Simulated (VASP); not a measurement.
# Pt (Fm-3m) in VASP: a series of runs, part 2 of 2

VASP 6.6.1. Earlier steps stand in the parts before.

## Step 4: Single point, PBE (volume scaled by 0.9)

The input, INCAR:

```
SYSTEM = Pt
PREC = Accurate
ENCUT = 520
EDIFF = 1E-7
ISMEAR = -1
SIGMA = 0.05
LREAL = .False.
LASPH = .True.
NELM = 80
ALGO = Normal
ISIF = 2
LWAVE = .False.
LCHARG = .False.
GGA = PE
NBANDS = 11
```

The input, KPOINTS:

```
Automatic mesh
0
Gamma
  16 16 16
  0 0 0
```

The input, POSCAR:

```
Pt
1.0
    0.0000000000      1.9164772557      1.9164772557
    1.9164772557      0.0000000000      1.9164772557
    1.9164772557      1.9164772557      0.0000000000
Pt
1
Direct
    0.0000000000      0.0000000000      0.0000000000
```

Potentials or basis: VASP PAW PBE potentials, release 64 (Pt).

The run is started by

```
$ cat potpaw_PBE.64/Pt/POTCAR > POTCAR
$ mpirun -np 1 vasp_std > vasp.out
```

OUTCAR:

```text
SYSTEM = Pt
   PREC = Accurate
   ENCUT = 520
   EDIFF = 1E-7
   ISMEAR = -1
   LREAL = .False.
   LASPH = .True.
   NELM = 80
   ISIF = 2
   GGA = PE

 ion  position               nearest neighbor table
   1  0.000  0.000  0.000-

  LATTYP: Found a face centered cubic cell.
 ALAT       =     3.8329545114

  Lattice vectors:

 A1 = (   0.0000000000,   1.9164772557,   1.9164772557)
 A2 = (   1.9164772557,   0.0000000000,   1.9164772557)
 A3 = (   1.9164772557,   1.9164772557,   0.0000000000)

Analysis of symmetry for initial positions (statically):
=====================================================================
 Subroutine PRICEL returns:
 Original cell was already a primitive cell.

 Routine SETGRP: Setting up the symmetry group for a
 face centered cubic supercell.

 Subroutine GETGRP returns: Found 48 space group operations
 (whereof 48 operations were pure point group operations)
 out of a pool of 48 trial point group operations.

The static configuration has the point symmetry O_h .

Analysis of symmetry for dynamics (positions and initial velocities):
=====================================================================
 Subroutine PRICEL returns:
 Original cell was already a primitive cell.

 Routine SETGRP: Setting up the symmetry group for a
 face centered cubic supercell.

 Subroutine GETGRP returns: Found 48 space group operations
 (whereof 48 operations were pure point group operations)
 out of a pool of 48 trial point group operations.

The dynamic configuration has the point symmetry O_h .

 Subroutine INISYM returns: Found 48 space group operations
 (whereof 48 operations are pure point group operations),
 and found     1 'primitive' translations

----------------------------------------------------------------------------------------

                                     Primitive cell

[... 112 lines left out ...]
   LORBIT       =      0    0 simple, 1 ext, 2 COOP (PROOUT), +10 PAW based schemes
   GGA     = PE    functional components
   LHFCALC =     F    Hartree Fock is set to
   AEXX    =    0.0000 exact exchange contribution
   IVDW    =     0    specifies the selected vdW correction
   LEPSILON=     F    determine dielectric tensor
   LRPA    =     F    only Hartree local field effects (RPA)
 non-spin polarized calculation
  energy-cutoff  :      520.00
  volume of cell :       14.08
 maximum number of plane-waves:       392
   NGX =  9   NGY =  9   NGZ =  9

 number of electron      10.0000000 magnetization

 number of electron       9.9999999 magnetization

 Free energy of the ion-electron system (eV)
  ---------------------------------------------------
  ext. energy  EPLUGINS =         0.00000000
  ---------------------------------------------------
  free energy    TOTEN  =        -5.95715266 eV

  energy without entropy =       -5.94182603  energy(sigma->0) =       -5.94948935

 E-fermi :  12.6268     XC(G=0): -13.9081

 val. band max:       12.6154089450   @ k =  -0.4375   0.1250   0.0625
 cond. band min:      12.6519174800   @ k =  -0.4375   0.3125   0.0000
 fundamental gap:      0.0365085350
 Fermi energy:        12.6268111039

 k-point     1 :       0.0000    0.0000    0.0000
  band No.  band energies     occupation
      1       1.6259      2.00000
      2       8.4048      2.00000
      3       8.4048      2.00000
      4       8.4048      2.00000
      5      10.8189      2.00000
      6      10.8189      2.00000
      7      27.0534      0.00000
      8      32.4165      0.00000
      9      32.4165      0.00000
     10      32.4165      0.00000
     11      38.0207      0.00000
[... 309 lines left out ...]
 k-point    24 :      -0.0625    0.0625    0.0000
  band No.  band energies     occupation
      1       2.0695      2.00000
      2       8.1769      2.00000
      3       8.5697      2.00000
      4       8.6196      2.00000
      5      10.5966      2.00000
      6      10.8460      2.00000
      7      27.7666      0.00000
      8      30.8084      0.00000
      9      32.5687      0.00000
     10      33.3912      0.00000
     11      40.0180      0.00000

 [... further k-points ...]

------------------------ aborting loop because EDIFF is reached ----------------------------------------

  FORCE on cell =-STRESS in cart. coord.  units (eV):
  Direction    XX          YY          ZZ          XY          YZ          ZX
  --------------------------------------------------------------------------------------
  -------------------------------------------------------------------------------------
  Total        3.0056510      3.0056510      3.0056510     -0.0000000      0.0000000     -0.0000000
  in kB      342.0645929    342.0645929    342.0645929     -0.0000000      0.0000000     -0.0000000
  external PRESSURE =     342.0645929 kB  Pullay stress =       0.0000000 kB

 VOLUME and BASIS-vectors are now :
 -----------------------------------------------------------------------------
  energy-cutoff  :      520.00
  volume of cell :       14.08
      direct lattice vectors                 reciprocal lattice vectors
     0.000000000  1.916477256  1.916477256    -0.260895348  0.260895348  0.260895348
     1.916477256  0.000000000  1.916477256     0.260895348 -0.260895348  0.260895348
     1.916477256  1.916477256  0.000000000     0.260895348  0.260895348 -0.260895348

 POSITION                                       TOTAL-FORCE (eV/Angst)
 -----------------------------------------------------------------------------------
      0.00000      0.00000      0.00000        -0.000000     -0.000000     -0.000000
 -----------------------------------------------------------------------------------
    total drift:                                0.000000      0.000000      0.000000

  FREE ENERGIE OF THE ION-ELECTRON SYSTEM (eV)
  ---------------------------------------------------
  free  energy   TOTEN  =        -5.9571526557 eV

  energy  without entropy=       -5.9418260343  energy(sigma->0) =       -5.94948935
```

Run time: 27 s. Hardware: 1 thread of Intel Xeon Platinum 8259CL at 2.50GHz (Skylake/Cascade Lake), shared host; peak memory 0.14 GiB.

What came out:

```yaml
Free_energy: -5.9572 eV
Pressure: 34.2 GPa
Band_gap_on_the_k_mesh: zero (band 5 reaches 13.22 eV, above the bottom of band 6 at 10.70 eV)
```

Caveat: spin-orbit coupling is left out, which moves the levels of the heavy elements.
